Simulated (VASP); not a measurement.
# GaP in VASP: notebook, part 2 of 2

VASP 6.6.1. The steps go on from the part before.

## 3. Single point, PBE

INCAR reads:

```
SYSTEM = GaP
ALGO     = Normal         ! electronic algorithm
DIPOL    = 0.5 0.5 0.500
EDIFF    = 1E-6           ! SCF threshold, eV
EFIELD   = -0.1         
ENCUT    = 520            ! plane-wave cutoff, eV
GGA      = PE             ! functional
IDIPOL   = 3            
ISIF     = 2              ! what is computed and relaxed
ISMEAR   = 0              ! smearing method
LASPH    = .True.         ! aspherical terms in the spheres
LCHARG   = .False.        ! write CHGCAR
LDIPOL   = .True.       
LREAL    = .False.        ! projectors in reciprocal space
LWAVE    = .False.        ! write WAVECAR
NBANDS   = 46             ! bands
NELM     = 60             ! most SCF steps
PREC     = Accurate       ! precision mode
SIGMA    = 0.05           ! smearing width, eV
```

KPOINTS reads:

```
k-points
0
Gamma
  9 9 1
  0 0 0
```

POSCAR reads:

```
GaP
1.0
    3.8926748893      0.0000000000      0.0000000000
   -1.9463374447      3.3711553428      0.0000000000
    0.0000000000      0.0000000000     25.3296561479
P Ga
4 4
Direct
    0.0000000000      0.0000000000      0.2960956105
    0.3333333333      0.6666666667      0.4215752348
    0.6666666667      0.3333333333      0.5470548591
    0.0000000000      0.0000000000      0.6725344835
    0.3333333333      0.6666666667      0.3274655165
    0.6666666667      0.3333333333      0.4529451409
    0.0000000000      0.0000000000      0.5784247652
    0.3333333333      0.6666666667      0.7039043895
```

Potentials or basis: VASP PAW PBE potentials, release 64 (P, Ga_d).

Launch:

```bash
> cat potpaw_PBE.64/P/POTCAR potpaw_PBE.64/Ga_d/POTCAR > POTCAR
> mpirun -np 1 vasp_std > vasp.out
```

OUTCAR:

```text
SYSTEM = GaP
   EDIFF = 1E-6
   ENCUT = 520
   GGA = PE
   ISIF = 2
   ISMEAR = 0
   LASPH = .True.
   LREAL = .False.
   NELM = 60
   PREC = Accurate

 ion  position               nearest neighbor table
   1  0.000  0.000  0.296-   5 2.38   5 2.38   5 2.38
   2  0.333  0.667  0.422-   6 2.38   6 2.38   6 2.38   5 2.38
   3  0.667  0.333  0.547-   6 2.38   7 2.38   7 2.38   7 2.38
   4  0.000  0.000  0.673-   8 2.38   8 2.38   8 2.38   7 2.38
   5  0.333  0.667  0.327-   1 2.38   1 2.38   1 2.38   2 2.38
   6  0.667  0.333  0.453-   3 2.38   2 2.38   2 2.38   2 2.38
[... 794 lines left out ...]
  in kB       -5.3129328     -5.3129328     10.3443239      0.0000000      0.0000000      0.0000000
  external PRESSURE =      -0.0938473 kB  Pullay stress =       0.0000000 kB

 VOLUME and BASIS-vectors are now :
 -----------------------------------------------------------------------------
  energy-cutoff  :      520.00
  volume of cell :      332.40
      direct lattice vectors                 reciprocal lattice vectors
     3.892674889  0.000000000  0.000000000     0.256892761  0.148317105  0.000000000
    -1.946337445  3.371155343  0.000000000     0.000000000  0.296634209  0.000000000
     0.000000000  0.000000000 25.329656148     0.000000000  0.000000000  0.039479415

 POSITION                                       TOTAL-FORCE (eV/Angst)
 -----------------------------------------------------------------------------------
      0.00000      0.00000      7.50000         0.000000     -0.000000      0.042454
     -0.00000      2.24744     10.67836         0.000000     -0.000000      0.561494
      1.94634      1.12372     13.85671         0.000000     -0.000000      0.386976
      0.00000      0.00000     17.03507         0.000000     -0.000000      0.684671
     -0.00000      2.24744      8.29459        -0.000000     -0.000000     -0.471345
      1.94634      1.12372     11.47294        -0.000000      0.000000     -0.416699
      0.00000      0.00000     14.65130         0.000000     -0.000000     -0.493024
     -0.00000      2.24744     17.82966        -0.000000      0.000000     -0.294528
 -----------------------------------------------------------------------------------
    total drift:                               -0.000007      0.000003     -0.000176

  FREE ENERGIE OF THE ION-ELECTRON SYSTEM (eV)
  ---------------------------------------------------
  free  energy   TOTEN  =       -34.1470001653 eV

  energy  without entropy=      -34.1369659513  energy(sigma->0) =      -34.14198306

 vacuum level on the upper side and lower side of the slab         3.969         5.256
```

OSZICAR:

```text
N       E                     dE             d eps       ncg     rms          rms(c)
DAV:   1     0.607088825255E+03    0.60709E+03   -0.32572E+04  1184   0.178E+03
DAV:   2     0.527405108286E+02   -0.55435E+03   -0.53494E+03  1296   0.474E+02
DAV:   3    -0.312007649722E+02   -0.83941E+02   -0.82279E+02  1304   0.155E+02
DAV:   4    -0.368184397671E+02   -0.56177E+01   -0.55871E+01  1412   0.405E+01
[... 21 lines left out ...]
DAV:  26    -0.341469757452E+02   -0.33243E-04   -0.18436E-06   930   0.545E-03    0.399E-03
DAV:  27    -0.341469798941E+02   -0.41489E-05   -0.75810E-07   936   0.312E-03    0.229E-03
DAV:  28    -0.341469958211E+02   -0.15927E-04   -0.14731E-06   812   0.367E-03    0.382E-03
DAV:  29    -0.341469995573E+02   -0.37362E-05   -0.12599E-06   890   0.372E-03    0.173E-03
DAV:  30    -0.341470001653E+02   -0.60794E-06   -0.10039E-07   744   0.107E-03
   1 F= -.34147000E+02 E0= -.34141983E+02  d E =-.100342E-01
```

Wall time 8.2 min (1 thread of Intel Xeon 8259CL, shared host); peak memory 0.47 GiB.

Results:

* Free energy: -34.1470 eV
* Largest force: 0.685 eV/Å
* Band gap on the k mesh: zero (bands 36 and 37 overlap by 0.30 eV)

Forces on the atoms (eV/Å):
```
P    0.000  0.000  0.042
P    0.000  0.000  0.561
P    0.000  0.000  0.387
P    0.000  0.000  0.685
Ga   0.000  0.000 -0.471
Ga   0.000  0.000 -0.417
Ga   0.000  0.000 -0.493
Ga   0.000  0.000 -0.295
```

## 4. Single point, PBE

INCAR reads:

```
SYSTEM = GaP
PREC = Accurate ; ENCUT = 520
EDIFF = 1E-6 ; ISMEAR = 0
SIGMA = 0.05 ; LREAL = .False.
LASPH = .True. ; NELM = 100
ALGO = Normal ; ISIF = 2
LWAVE = .False. ; LCHARG = .True.
LDIPOL = .True. ; IDIPOL = 3
DIPOL = 0.5 0.5 0.500 ; GGA = PE
LELF = .True. ; LVHAR = .True.
LVACPOTAV = .True. ; NBANDS = 46
```

KPOINTS reads:

```
regular mesh
0
Gamma
  9 9 1
  0 0 0
```

POSCAR is that of step 3.

Launch:

```bash
> cat potpaw_PBE.64/P/POTCAR potpaw_PBE.64/Ga_d/POTCAR > POTCAR
> mpirun -np 1 vasp_std > vasp.out
```

It took 9.2 min on 1 thread of Intel Xeon 8259CL, shared host; peak memory 0.47 GiB.

It converged, with:

* Free energy: -34.1244 eV
* Largest force: 0.672 eV/Å
* Band gap on the k mesh: zero (bands 36 and 37 overlap by 0.29 eV)

Forces in eV/Å, atoms in the order of the input:
```
P    0.000  0.000  0.052
P    0.000  0.000  0.558
P    0.000  0.000  0.382
P    0.000  0.000  0.672
Ga   0.000  0.000 -0.479
Ga   0.000  0.000 -0.412
Ga   0.000  0.000 -0.488
Ga   0.000  0.000 -0.285
```

Levels at points of the mesh, in eV from the Fermi level:
```csv
k point,band 33,band 34,band 35,band 36,band 37,band 38,band 39,band 40
"(0.00, 0.00, 0.00)",-0.61,-0.61,0.29,0.29,0.50,0.99,1.58,2.05
```

## 5. Single point, PBE

INCAR reads:

```
ALGO = Normal ; DIPOL = 0.5 0.5 0.500
EDIFF = 1E-6 ; ENCUT = 520
GGA = PE ; IDIPOL = 3
ISIF = 2 ; ISMEAR = -1
LASPH = T ; LCHARG = F
LDIPOL = T ; LREAL = F
LWAVE = F ; NBANDS = 46
NELM = 60 ; PREC = Accurate
SIGMA = 0.3
```

KPOINTS reads:

```
k-points
0
Gamma
  9 9 1
```

POSCAR is that of step 4.

Launch:

```bash
> cat potpaw_PBE.64/P/POTCAR potpaw_PBE.64/Ga_d/POTCAR > POTCAR
> mpirun -np 1 vasp_std > vasp.out
```

Wall time 7.5 min (1 thread of Intel Xeon 8259CL, shared host); peak memory 0.47 GiB.

The run converged. Its results:

| Property | Result |
| --- | --- |
| Free energy | -34.6934 eV |
| Largest force | 0.501 eV/Å |
| Band gap on the k mesh | zero (bands 36 and 37 overlap by 0.03 eV) |

Forces in eV/Å, atoms in the order of the input:
```
P    0.000  0.000  0.153
P    0.000  0.000  0.393
P    0.000  0.000  0.251
P    0.000  0.000  0.491
Ga   0.000  0.000 -0.501
Ga   0.000  0.000 -0.252
Ga   0.000  0.000 -0.314
Ga   0.000  0.000 -0.221
```

Levels at points of the mesh, in eV from the Fermi level:
```
           k point  band 34  band 35  band 36  band 37  band 38  band 39
(0.00, 0.00, 0.00)    -0.71     0.06     0.06     0.50     1.08     1.57
```

Caveat: so wide a smearing shifts energies and pressures.

## 6. Overview

| cell | smearing | electric field (eV/Å) | gap on the mesh (eV) | largest force (eV/Å) |
| --- | --- | --- | --- | --- |
| as given, atomic positions A | gaussian 0.05 eV | - | none | 0.01 |
| as given, atomic positions B | gaussian 0.05 eV | -0.1 eV/Å | none | 0.68 |
| as given, atomic positions B | gaussian 0.05 eV | - | none | 0.67 |
| as given, atomic positions B | fermi-dirac 0.3 eV | - | none | 0.50 |

Alike in all rows: task single point; level PBE; potentials or basis VASP PAW PBE potentials, release 64 (P, Ga_d); no spin polarisation; k mesh 9 × 9 × 1; cutoff (eV) 520.

Caveats: so wide a smearing shifts energies and pressures (at least some runs).

Absolute energies hang on the potentials; compare differences alone.
